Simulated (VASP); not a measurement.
Here is a VASP 6.6.1 calculation.

INCAR

```
SYSTEM = Zn2SeS
  PREC = Accurate
  ENCUT = 520
  EDIFF = 1E-6
  ISMEAR = 0
  SIGMA = 0.05
  LREAL = .False.
  LASPH = .True.
  NELM = 60
  ALGO = Normal
  ISIF = 2
  LWAVE = .False.
  LCHARG = .True.
  LELF = .True.
  LVHAR = .True.
  NBANDS = 26
```

Contents of KPOINTS:

```
Automatic mesh
0
Gamma
  8 8 6
  0 0 0
```

Contents of POSCAR:

```
Zn2SeS
1.0
    3.6160905305      0.0000000000      0.0000000000
    0.0000000000      3.6160905305      0.0000000000
    0.0000000000      0.0000000000      5.5221151400
Zn Se S
2 1 1
Direct
    0.5000000000      0.0000000000      0.7630636300
    0.0000000000      0.5000000000      0.2369363700
    0.0000000000      0.0000000000      0.5000000000
    0.5000000000      0.5000000000      0.0000000000
```

Potentials or basis: VASP PAW LDA potentials, release 64 (Zn, Se, S).

Command:

```console
$ cat potpaw_LDA.64/Zn/POTCAR potpaw_LDA.64/Se/POTCAR potpaw_LDA.64/S/POTCAR > POTCAR
$ mpirun -np 1 vasp_std > vasp.out
```

Task: What does it give for the largest force?

Result: 0.043 eV/Å.

Task: What does it give for the band gap on the k mesh?

Result: 1.90 eV.

Task: What does it give for the pressure?

Result: 10.6 GPa.

Forces on the atoms (eV/Å):
```
Zn   0.000  0.000  0.043
Zn   0.000  0.000 -0.043
Se   0.000  0.000  0.000
S    0.000  0.000  0.000
```

Caveat: the cell differs from its parent crystal (strain -0.0750 x Voigt [1, 1, 0, 0, 0, 0]); the cell stands under pressure. A k mesh can miss the band edges.
